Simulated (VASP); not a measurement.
A run of VASP 6.6.1 is set up as follows.

Contents of POSCAR:

```
Pt
1.0
   -1.6050673907      1.6050673907      1.6050673907
    1.6050673907     -1.6050673907      1.6050673907
    1.6050673907      1.6050673907     -1.6050673907
Pt
1
Direct
    0.0000000000      0.0000000000      0.0000000000
```

File INCAR.step1:

```
  PREC = Accurate
  ENCUT = 520
  ISMEAR = -1
  SIGMA = 0.05
  LREAL = F
  LASPH = T
  NELM = 60
  NBANDS = 11
  GGA = PE
  ALGO = Normal
  EDIFF = 1E-4
  LWAVE = T
  LCHARG = F
```

Contents of INCAR.step2:

```
  PREC = Accurate
  ENCUT = 520
  EDIFF = 1E-6
  ISMEAR = -1
  SIGMA = 0.05
  LREAL = F
  LASPH = T
  NELM = 60
  ALGO = Normal
  ISIF = 2
  LWAVE = F
  LCHARG = F
  METAGGA = R2SCAN
  LMIXTAU = T
  NBANDS = 11
  ISTART = 1
```

KPOINTS

```
regular mesh
0
Gamma
  12 12 12
```

Potentials or basis: VASP PAW PBE potentials, release 64 (Pt).

The run is started by

```console
$ cat potpaw_PBE.64/Pt/POTCAR > POTCAR
$ cp INCAR.step1 INCAR
$ mpirun -np 1 vasp_std > vasp.out
$ cp INCAR.step2 INCAR
$ mpirun -np 1 vasp_std > vasp.out
```

Question: Predict the band gap on the k mesh.

Answer: Zero (band 5 reaches 10.13 eV, above the bottom of band 6 at 7.99 eV).

Question: Predict the pressure.

Answer: -14.3 GPa.

Caveat: the PAW data sets were made with another functional, which shifts forces and pressure a little; spin-orbit coupling is left out, which moves the levels of the heavy elements.
